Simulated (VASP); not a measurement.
Set up this calculation in VASP 6.6.1, as the native input.

```
Task                   : single point
Functional             : LDA
Potentials or basis    : VASP PAW LDA potentials, release 64 (Cl)
Cutoff                 : 520 eV
k mesh                 : 9 × 9 × 4
Occupations            : fermi-dirac, width 0.05 eV
Spin                   : no spin polarisation
Dipole correction      : no
Further INCAR settings : ALGO = Normal; EDIFF = 1e-06; NBANDS = 22
```

The structure of Cl lies in POSCAR:

```
Cl
1.0
    3.1709139940     -1.9071086335      0.0000000000
    3.1709139940      1.9071086335      0.0000000000
    0.0000000000      0.0000000000      8.0030725691
Cl
4
Direct
    0.8627134636      0.1372865364      0.1133641751
    0.6372865364      0.3627134636      0.6133641751
    0.1372865364      0.8627134636      0.8866358249
    0.3627134636      0.6372865364      0.3866358249
```

One way to write it, as run:

INCAR

```
PREC = Accurate
ENCUT = 520
EDIFF = 1E-6
ISMEAR = -1
SIGMA = 0.05
LREAL = False
LASPH = True
NELM = 100
ALGO = Normal
ISIF = 2
LWAVE = False
LCHARG = False
GGA = CA
NBANDS = 22
```

KPOINTS

```
Automatic mesh
0
Gamma
  9 9 4
```

Potentials or basis: VASP PAW LDA potentials, release 64 (Cl).

Run with:

```console
$ cat potpaw_LDA.64/Cl/POTCAR > POTCAR
$ mpirun -np 1 vasp_std > vasp.out
```

Results of the run:

```yaml
Pressure: -3.4 GPa
Largest_force: 0.694 eV/Å
Band_gap_on_the_k_mesh: 1.64 eV
```

Caveat: the stress differs along the axes, from -6 to -1 GPa.

It took 2.3 min on 1 thread of AMD EPYC 7R43 64-Core Processor (Zen 3) (shared host), peak memory 0.2 GiB.
